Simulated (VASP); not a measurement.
Wanted: the native input for a VASP 6.6.1 run.

| Item | Value |
| --- | --- |
| Task | single point |
| Functional | PBE |
| Potentials or basis | VASP PAW PBE potentials, release 64 (Mg) |
| Cutoff | 520 eV |
| k mesh | 18 × 18 × 18 |
| Occupations | gaussian, width 0.15 eV |
| Spin | no spin polarisation |
| Dipole correction | no |
| Further INCAR settings | ALGO = Normal; EDIFF = 1e-06; NBANDS = 7 |

The structure of Mg lies in POSCAR:

```
Mg
1.0
   -1.8784000000      1.8784000000      1.5003000000
    1.8784000000     -1.8784000000      1.5003000000
    1.8784000000      1.8784000000     -1.5003000000
Mg
1
Direct
    0.0000000000      0.0000000000      0.0000000000
```

These files were run (other wordings do the same):

INCAR

```
SYSTEM = Mg
PREC = Accurate ; ENCUT = 520
EDIFF = 1E-6 ; ISMEAR = 0
SIGMA = 0.15 ; LREAL = .FALSE.
LASPH = .TRUE. ; NELM = 60
ALGO = Normal ; ISIF = 2
LWAVE = .FALSE. ; LCHARG = .TRUE.
GGA = PE ; LELF = .TRUE.
LVHAR = .TRUE. ; NBANDS = 7
```

KPOINTS

```
regular mesh
0
G
  18 18 18
  0 0 0
```

Potentials or basis: VASP PAW PBE potentials, release 64 (Mg).

Run with:

```sh
$ cat potpaw_PBE.64/Mg/POTCAR > POTCAR
$ mpirun -np 1 vasp_std > vasp.out
```

It gave:

```yaml
Pressure: 4.3 GPa
Band_gap_on_the_k_mesh: zero (band 1 reaches 5.67 eV, above the bottom of band 2 at 1.13 eV)
```

It took 13 s on 1 thread of Intel(R) Xeon(R) 6975P-C (Granite Rapids), with other jobs on the host, peak memory 0.19 GiB.
